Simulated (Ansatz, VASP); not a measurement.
**One calculation of Tl, two programs**

Contents of INCAR:

```
  PREC = Accurate
  ENCUT = 520
  EDIFF = 1E-7
  ISMEAR = 0
  SIGMA = 0.15
  LREAL = False
  LASPH = True
  NELM = 80
  ALGO = Fast
  ISIF = 2
  LWAVE = False
  LCHARG = False
  GGA = PS
  NBANDS = 12
```

Contents of KPOINTS:

```
regular mesh
0
Gamma
  16 16 16
```

Contents of POSCAR:

```
Tl
1.0
   -0.0484194631      2.4209731547      2.4209731547
    2.3725536916      0.0000000000      2.3725536916
    2.4209731547      2.4209731547     -0.0484194631
Tl
1
Direct
    0.0000000000      0.0000000000      0.0000000000
```

Input for Ansatz:

```yaml
crystal:
  lattice:
    - [-0.0484194631, 2.4209731547, 2.4209731547]
    - [2.3725536916, 0.0, 2.3725536916]
    - [2.4209731547, 2.4209731547, -0.0484194631]
  atoms:
    - { symbol: Tl, position: [0.0, 0.0, 0.0] }
basis:
  ecutwfc: 420
kpoints:
  mp_grid: { grid: [16, 16, 16] }
hamiltonian:
  xc: pbesol
scf:
  occupations: { method: gaussian, width: 0.15 }
output:
  forces: true
  stress: true
  eigenvalues: true
```

Change from the starting cell: engineering shear strain xz -0.0400, normal strain along z +0.0000.

Alike in both runs: task single point; functional PBEsol; k mesh 16 × 16 × 16; occupations gaussian, width 0.15 eV; no spin polarisation.

```csv
,VASP,Ansatz
version,VASP 6.6.1,Ansatz 0.2.0
potentials or method,"VASP PAW PBE potentials, release 64 (Tl_d), cutoff 520 eV","scalar-relativistic, plane waves, PAW"
valence electrons in the cell,13,13
```

|  | VASP | Ansatz | Ansatz less VASP |
| --- | --- | --- | --- |
| gap on the k mesh at the Fermi level (eV) | none | none | - |
| pressure (GPa) | -0.1 | 0.0 | +0.07 |
| traceless stress, the component that is largest in VASP (GPa) | 0.41 | 0.41 | +0.001 |

VASP's potentials were made for PBE, not for PBEsol. A gap of «none» marks a metal or a gap that the smearing closes.

Spin-orbit coupling is off throughout.
